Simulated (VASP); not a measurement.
# Be in VASP: a series of runs

Be is run at these levels: PBE+D3(BJ); tasks: single point.

Program: VASP 6.6.1. These are calculated values, not measurements. Logs are shortened: lines on timing, memory, paths and dates and some standing lists are left out, and cuts for length are marked.

### Step 1. The cell of the first run

Symmetry: P6_3/mmc, No. 194, hexagonal system. The conventional cell has a = 2.251 Å, b = 2.251 Å, c = 3.559 Å, α = 90.00°, β = 90.00°, γ = 120.00°. Be (site symmetry -6m2) has 12 Be at 2.20 to 2.25 Å within 2.9 Å.

### Step 2. Single point, PBE+D3(BJ)

Contents of INCAR:

```
PREC     = Accurate       # precision mode
ENCUT    = 520            # plane-wave cutoff, eV
EDIFF    = 1E-6           # SCF threshold, eV
ISMEAR   = 0              # smearing method
SIGMA    = 0.15           # smearing width, eV
LREAL    = F              # projectors in reciprocal space
LASPH    = T              # aspherical terms in the spheres
NELM     = 100            # most SCF steps
ALGO     = Normal         # electronic algorithm
ISIF     = 2              # what is computed and relaxed
LWAVE    = F              # write WAVECAR
LCHARG   = T              # write CHGCAR
GGA      = PE             # functional
IVDW     = 12             # dispersion correction
LELF     = T              # ELF
LVHAR    = T            
NBANDS   = 9              # bands
```

Contents of KPOINTS:

```
Automatic mesh
0
Gamma
  24 24 12
```

Contents of POSCAR:

```
Be
1.0
    2.2511737121      0.0000000000      0.0000000000
   -1.1255868561      1.9495736230      0.0000000000
    0.0000000000      0.0000000000      3.5585571504
Be
2
Direct
    0.3333333333      0.6666666667      0.2500000000
    0.6666666667      0.3333333333      0.7500000000
```

Potentials or basis: VASP PAW PBE potentials, release 64 (Be).

Started as:

```
$ cat potpaw_PBE.64/Be/POTCAR > POTCAR
$ mpirun -np 1 vasp_std > vasp.out
```

OUTCAR:

```text
PREC = Accurate
   ENCUT = 520
   EDIFF = 1E-6
   ISMEAR = 0
   LREAL = F
   LASPH = T
   NELM = 100
   ISIF = 2
   GGA = PE
   IVDW = 12
 IVDW          = 12

 ion  position               nearest neighbor table
   1  0.333  0.667  0.250-   2 2.20   2 2.20   2 2.20   2 2.20   2 2.20   2 2.20
   2  0.667  0.333  0.750-   1 2.20   1 2.20   1 2.20   1 2.20   1 2.20   1 2.20

  LATTYP: Found a hexagonal cell.
 ALAT       =     2.2511737121
 C/A-ratio  =     1.5807563545

  Lattice vectors:

 A1 = (   2.2511737121,   0.0000000000,   0.0000000000)
 A2 = (  -1.1255868561,   1.9495736230,   0.0000000000)
 A3 = (   0.0000000000,   0.0000000000,   3.5585571504)

Analysis of symmetry for initial positions (statically):
=====================================================================
 Subroutine PRICEL returns:
 Original cell was already a primitive cell.

 Routine SETGRP: Setting up the symmetry group for a
 hexagonal supercell.

 Subroutine GETGRP returns: Found 24 space group operations
 (whereof 12 operations were pure point group operations)
 out of a pool of 24 trial point group operations.

The static configuration has the point symmetry D_3d.
 The point group associated with its full space group is D_6h.

Analysis of symmetry for dynamics (positions and initial velocities):
=====================================================================
 Subroutine PRICEL returns:
 Original cell was already a primitive cell.

 Routine SETGRP: Setting up the symmetry group for a
 hexagonal supercell.

 Subroutine GETGRP returns: Found 24 space group operations
 (whereof 12 operations were pure point group operations)
 out of a pool of 24 trial point group operations.

The dynamic configuration has the point symmetry D_3d.
 The point group associated with its full space group is D_6h.

 Subroutine INISYM returns: Found 24 space group operations
 (whereof 12 operations are pure point group operations),
 and found     1 'primitive' translations

----------------------------------------------------------------------------------------

                                     Primitive cell

  volume of cell :      15.6179

  direct lattice vectors                    reciprocal lattice vectors
     2.251173712  0.000000000  0.000000000     0.444212721  0.256466334  0.000000000
    -1.125586856  1.949573623  0.000000000     0.000000000  0.512932668  0.000000000
     0.000000000  0.000000000  3.558557150     0.000000000  0.000000000  0.281012769

  length of vectors
     2.251173712  2.251173712  3.558557150     0.512932668  0.512932668  0.281012769

  position of ions in fractional coordinates (direct lattice)
     0.333333333  0.666666667  0.250000000
     0.666666667  0.333333333  0.750000000

  ion indices of the primitive-cell ions
   primitive index   ion index
                 1           1
                 2           2

----------------------------------------------------------------------------------------

 KPOINTS: Automatic mesh

Automatic generation of k-mesh.
 Grid dimensions read from file:
 generate k-points for:   24   24   12

 Generating k-lattice:

  Cartesian coordinates                     Fractional coordinates (reciprocal lattice)
     0.018508863  0.010686097  0.000000000     0.041666667  0.000000000  0.000000000
     0.000000000  0.021372195  0.000000000     0.000000000  0.041666667  0.000000000
     0.000000000  0.000000000  0.023417731     0.000000000  0.000000000  0.083333333

  Length of vectors
     0.021372195  0.021372195  0.023417731

  Shift w.r.t. Gamma in fractional coordinates (k-lattice)
     0.000000000  0.000000000  0.000000000

 Subroutine IBZKPT returns following result:
 ===========================================

 Found    427 irreducible k-points:

 Following reciprocal coordinates:
            Coordinates               Weight
  0.000000  0.000000  0.000000      1.000000
  0.041667  0.000000  0.000000      6.000000
  0.083333  0.000000  0.000000      6.000000
  0.125000  0.000000  0.000000      6.000000
  0.166667  0.000000  0.000000      6.000000
  0.208333 -0.000000  0.000000      6.000000
[... 16 lines left out ...]
  0.416667  0.041667  0.000000     12.000000
  0.458333  0.041667  0.000000     12.000000
 [... further k-points ...]
   k-points           NKPTS =    427   k-points in BZ     NKDIM =    427   number of bands    NBANDS=      9
   number of dos      NEDOS =    301   number of ions     NIONS =      2
   total plane-waves  NPLWV =   9072
   dimension x,y,z NGX =    18 NGY =   18 NGZ =   28
   dimension x,y,z NGXF=    36 NGYF=   36 NGZF=   56
   ions per type =               2
   NGX,Y,Z   is equivalent  to a cutoff of  13.29, 13.29, 13.08 a.u.
   NGXF,Y,Z  is equivalent  to a cutoff of  26.59, 26.59, 26.16 a.u.
 SYSTEM =  unknown system
   PREC   = accura    normal or accurate (medium, high low for compatibility)
   ISTART =      0    job   : 0-new  1-cont  2-samecut
   ICHARG =      2    charge: 1-file 2-atom 10-const
   ISPIN  =      1    spin polarized calculation?
   LNONCOLLINEAR =      F non collinear calculations
   LSORBIT =      F    spin-orbit coupling
   LASPH  =      T    aspherical Exc in radial PAW
   ENCUT  =  520.0 eV  38.22 Ry    6.18 a.u.   4.19  4.19  6.62*2*pi/ulx,y,z
   NELM   =    100;   NELMIN=  2; NELMDL= -5     # of ELM steps
   EDIFF  = 0.1E-05   stopping-criterion for ELM
   LREAL  =      F    real-space projection
   EDIFFG = 0.1E-04   stopping-criterion for IOM
   NSW    =      0    number of steps for IOM
   IBRION =     -1    ionic relax: 0-MD 1-quasi-New 2-CG
   NFREE  =      0    steps in history (QN), initial steepest desc. (CG)
   ISIF   =      2    stress and relaxation
   ISYM   =      2    0-nonsym 1-usesym 2-fastsym
   POTIM  = 0.5000    time-step for ionic-motion
   TEBEG  =    0.0;   TEEND  =   0.0 temperature during run
   PSTRESS=    0.0 pullay stress
   NELECT =       4.0000    total number of electrons
   NUPDOWN=      -1.0000    fix difference up-down
   EMIN   =  10.00;   EMAX   =-10.00  energy-range for DOS
   EFERMI =   0.00;   METHOD = LEGACY
   ISMEAR =     0;   SIGMA  =   0.15  broadening in eV -4-tet -1-fermi 0-gaus
   EFERMI_NEDOS =   21; number of points for ismear=-14 and -15
   IALGO  =     38    algorithm
   IMIX   =      4    mixing-type and parameters
     AMIX     =   0.40;   BMIX     =  1.00
     AMIX_MAG =   1.60;   BMIX_MAG =  1.00
  volume/ion in A,a.u.               =       7.81        52.70
  Fermi-wavevector in a.u.,A,eV,Ry     =   1.039650  1.964654 14.706167  1.080873
  Thomas-Fermi vector in A             =   2.174190
   LORBIT       =      0    0 simple, 1 ext, 2 COOP (PROOUT), +10 PAW based schemes
   GGA     = PE    functional components
   LHFCALC =     F    Hartree Fock is set to
   AEXX    =    0.0000 exact exchange contribution
   IVDW    =    12    specifies the selected vdW correction
   LEPSILON=     F    determine dielectric tensor
   LRPA    =     F    only Hartree local field effects (RPA)
 non-spin polarized calculation
 Gauss-broadening in eV      SIGMA  =   0.15
  energy-cutoff  :      520.00
  volume of cell :       15.62
 maximum number of plane-waves:       446
 NGX is ok and might be reduce to    18
   NGX =  9   NGY =  9   NGZ = 13

 number of electron       4.0000000 magnetization

 Free energy of the ion-electron system (eV)
  ---------------------------------------------------
  ext. energy  EPLUGINS =         0.00000000
  ---------------------------------------------------
  free energy    TOTEN  =        -7.53170237 eV

  energy without entropy =       -7.52942181  energy(sigma->0) =       -7.53056209

 E-fermi :   7.1200     XC(G=0): -10.6464

 val. band max:        7.1080937624   @ k =   0.2917   0.2917   0.0833
 cond. band min:       7.1281410531   @ k =   0.2500   0.2083   0.0833
 fundamental gap:      0.0200472907
 Fermi energy:         7.1199732836

 k-point     1 :       0.0000    0.0000    0.0000
  band No.  band energies     occupation
      1      -4.2928      2.00000
      2       2.6049      2.00000
      3       8.2144      0.00000
      4      23.3590      0.00000
      5      23.3590      0.00000
      6      26.2098      0.00000
      7      26.2098      0.00000
      8      28.1761      0.00000
      9      34.4921      0.00000

 k-point     2 :       0.0417    0.0000    0.0000
  band No.  band energies     occupation
      1      -4.2426      2.00000
      2       2.6711      2.00000
      3       8.2293      0.00000
      4      22.9248      0.00000
      5      23.0184      0.00000
      6      26.2158      0.00000
      7      26.4009      0.00000
      8      28.0885      0.00000
      9      33.5123      0.00000

 k-point     3 :       0.0833    0.0000    0.0000
  band No.  band energies     occupation
      1      -4.0917      2.00000
      2       2.8695      2.00000
      3       8.2724      0.00000
      4      21.7842      0.00000
      5      22.2516      0.00000
      6      26.2018      0.00000
      7      26.6980      0.00000
      8      27.7979      0.00000
      9      31.9778      0.00000

 k-point     4 :       0.1250    0.0000    0.0000
  band No.  band energies     occupation
      1      -3.8401      2.00000
      2       3.1999      2.00000
      3       8.3373      0.00000
      4      20.2403      0.00000
      5      21.3551      0.00000
      6      26.1116      0.00000
      7      26.7932      0.00000
      8      27.2236      0.00000
      9      30.2972      0.00000
[... 205 lines left out ...]
 k-point    22 :       0.3750    0.0417    0.0000
  band No.  band energies     occupation
      1       0.2448      2.00000
      2       6.2143      2.00000
      3       8.4832      0.00000
      4      13.3025      0.00000
      5      16.4826      0.00000
      6      16.7518      0.00000
      7      19.4567      0.00000
      8      24.4512      0.00000
      9      27.3362      0.00000

 k-point    23 :       0.4167    0.0417    0.0000
  band No.  band energies     occupation
      1       1.1673      2.00000
      2       5.1213      2.00000
      3       9.6534      0.00000
      4      13.5722      0.00000
      5      15.1277      0.00000
      6      16.0092      0.00000
      7      18.6886      0.00000
      8      24.2584      0.00000
      9      27.3358      0.00000

 k-point    24 :       0.4583    0.0417    0.0000
  band No.  band energies     occupation
      1       1.9758      2.00000
      2       4.2053      2.00000
      3      10.6494      0.00000
      4      13.8674      0.00000
      5      13.9015      0.00000
      6      15.6449      0.00000
      7      18.2899      0.00000
      8      24.1604      0.00000
      9      27.3379      0.00000

 [... further k-points ...]

------------------------ aborting loop because EDIFF is reached ----------------------------------------

 Edisp (eV)   -0.71935

 E8    (eV) :    -0.2492

  FORCE on cell =-STRESS in cart. coord.  units (eV):
  Direction    XX          YY          ZZ          XY          YZ          ZX
  --------------------------------------------------------------------------------------
  -------------------------------------------------------------------------------------
  Total      -0.52700    -0.52700    -0.68197     0.00000     0.00000     0.00000
  in kB     -54.06306   -54.06306   -69.96024     0.00000     0.00000     0.00000
  external pressure =      -59.36 kB  Pullay stress =        0.00 kB

 VOLUME and BASIS-vectors are now :
 -----------------------------------------------------------------------------
  energy-cutoff  :      520.00
  volume of cell :       15.62
      direct lattice vectors                 reciprocal lattice vectors
     2.251173712  0.000000000  0.000000000     0.444212721  0.256466334  0.000000000
    -1.125586856  1.949573623  0.000000000     0.000000000  0.512932668  0.000000000
     0.000000000  0.000000000  3.558557150     0.000000000  0.000000000  0.281012769

 POSITION                                       TOTAL-FORCE (eV/Angst)
 -----------------------------------------------------------------------------------
     -0.00000      1.29972      0.88964        -0.000000      0.000000      0.000000
      1.12559      0.64986      2.66892         0.000000     -0.000000      0.000000
 -----------------------------------------------------------------------------------
    total drift:                                0.000000     -0.000000      0.000000

  FREE ENERGIE OF THE ION-ELECTRON SYSTEM (eV)
  ---------------------------------------------------
  free  energy   TOTEN  =        -8.2510536913 eV

  energy  without entropy=       -8.2487731320  energy(sigma->0) =       -8.24991341
```

It took 31 s on 1 thread of Intel Xeon Platinum 8488C (Sapphire Rapids), shared host; peak memory 0.17 GiB.

What came out:

```yaml
Free_energy: -8.2511 eV
Pressure: -5.9 GPa
Band_gap_on_the_k_mesh: zero (bands 2 and 3 overlap by 2.07 eV)
Dispersion_energy_per_atom: -0.360 eV
```

Caveat: the cell stands under tension.

### Step 3. Single point, PBE+D3(BJ)

This run uses another cell than the first one, of 8.00 Å³/atom.

Contents of INCAR:

```
PREC = Accurate ; ENCUT = 520
EDIFF = 1E-6 ; ISMEAR = 0
SIGMA = 0.15 ; LREAL = F
LASPH = T ; NELM = 60
ALGO = Normal ; ISIF = 2
LWAVE = F ; LCHARG = T
GGA = PE ; IVDW = 12
LELF = T ; LVHAR = T
NBANDS = 9
```

KPOINTS is that of step 2.

Contents of POSCAR:

```
Be
1.0
    2.2695515441      0.0000000000      0.0000000000
   -1.1347757721      1.9654892924      0.0000000000
    0.0000000000      0.0000000000      3.5876080252
Be
2
Direct
    0.3333333333      0.6666666667      0.2500000000
    0.6666666667      0.3333333333      0.7500000000
```

Potentials or basis: VASP PAW PBE potentials, release 64 (Be).

Started as:

```
$ cat potpaw_PBE.64/Be/POTCAR > POTCAR
$ mpirun -np 1 vasp_std > vasp.out
```

Run time: 30 s. Hardware: 1 thread of Intel Xeon Platinum 8488C (Sapphire Rapids), shared host; peak memory 0.18 GiB.

Results (log left out):

* Free energy: -8.2335 eV
* Pressure: -8.6 GPa
* Band gap on the k mesh: zero (bands 2 and 3 overlap by 2.04 eV)
* Dispersion energy per atom: -0.351 eV

Stress tensor (GPa, compression positive):
```
-7.95  0.00  0.00
 0.00 -7.95  0.00
 0.00  0.00 -9.88
```

Levels at points of the mesh, in eV from the Fermi level:
```
           k point  band 1  band 2  band 3  band 4  band 5  band 6
(0.00, 0.00, 0.00)  -11.28   -4.43    1.01   15.93   15.93   18.73
(0.50, 0.00, 0.00)   -4.95   -3.10    3.60    6.44    6.63    9.39
(0.00, 0.00, 0.50)   -9.14   -9.14   10.50   10.50   17.54   17.54
(0.50, 0.00, 0.50)   -3.58   -3.58    1.55    1.55   11.96   11.96
```

Caveat: the cell stands under tension.

### Step 4. Single point, PBE+D3(BJ) (atoms displaced along a vibrational mode, the cell strained)

Contents of INCAR:

```
SYSTEM = Be
PREC = Accurate
ENCUT = 520
EDIFF = 1E-6
ISMEAR = 0
SIGMA = 0.15
LREAL = .FALSE.
LASPH = .TRUE.
NELM = 60
ALGO = Fast
ISIF = 2
LWAVE = .FALSE.
LCHARG = .FALSE.
GGA = PE
IVDW = 12
NBANDS = 9
```

Contents of KPOINTS:

```
Automatic mesh
0
G
  24 24 12
  0 0 0
```

Contents of POSCAR:

```
Be
1.0
    2.1588417127      0.0000000000      0.0000000000
   -1.0794208564      1.8696117660      0.0000000000
    0.0000000000      0.0000000000      3.4126027556
Be
2
Direct
    0.3176165720      0.6666666667      0.2500000000
    0.6823834280      0.3333333333      0.7500000000
```

Started as:

```
$ cat potpaw_PBE.64/Be/POTCAR > POTCAR
$ mpirun -np 1 vasp_std > vasp.out
```

Wall time 1.8 min (1 thread of Intel Xeon Platinum 8488C (Sapphire Rapids), shared host); peak memory 0.32 GiB.

Results (log left out):

```yaml
Free_energy: -8.2163 eV
Pressure: 11.9 GPa
Largest_force: 0.300 eV/Å
Band_gap_on_the_k_mesh: zero (bands 2 and 3 overlap by 2.26 eV)
Dispersion_energy_per_atom: -0.410 eV
```

Forces in eV/Å, atoms in the order of the input:
```
Be   0.299  0.024  0.000
Be  -0.299 -0.024  0.000
```

Stress tensor (GPa, compression positive):
```
11.42  2.99  0.00
 2.99 11.61  0.00
 0.00  0.00 12.66
```

Levels at points of the mesh, in eV from the Fermi level:
```
           k point  band 1  band 2  band 3  band 4  band 5
(0.00, 0.00, 0.00)  -12.10   -4.99    1.56   17.69   18.20
(0.50, 0.00, 0.00)   -5.37   -3.51    4.25    6.62    8.18
(0.00, 0.50, 0.00)   -5.51   -3.24    3.98    7.01    7.70
(0.50, 0.50, 0.00)   -5.64   -2.95    3.74    7.22    7.38
(0.00, 0.00, 0.50)   -9.85   -9.85   11.80   11.80   19.71
(0.50, 0.00, 0.50)   -4.11   -4.11    2.24    2.24   13.39
(0.00, 0.50, 0.50)   -4.03   -4.03    2.06    2.06   13.37
(0.50, 0.50, 0.50)   -3.95   -3.95    1.87    1.87   13.37
```

Caveat: the cell differs from its parent crystal (atoms displaced along a vibrational mode, the cell strained); the cell stands under pressure.

### Step 5. Summary

| cell | gap on the mesh (eV) | pressure (GPa) |
| --- | --- | --- |
| a = 2.251, b = 2.251, c = 3.559 Å, angles 90.0, 90.0, 120.0°, 2 atoms, atomic positions A | none | -5.9 |
| a = 2.270, b = 2.270, c = 3.588 Å, angles 90.0, 90.0, 120.0°, 2 atoms, atomic positions A | none | -8.6 |
| a = 2.159, b = 2.159, c = 3.413 Å, angles 90.0, 90.0, 120.0°, 2 atoms, atomic positions B | none | 11.9 |

Alike in all rows: task single point; level PBE+D3(BJ); potentials or basis VASP PAW PBE potentials, release 64 (Be); no spin polarisation; k mesh 24 × 24 × 12; cutoff (eV) 520; smearing gaussian 0.15 eV.

Caveats: the cell stands under tension (at least some runs); the cell stands under pressure (at least some runs).

Absolute energies hang on the potentials; compare differences alone.

The gap in the log of VASP goes by the Fermi energy; the results here count the filled bands.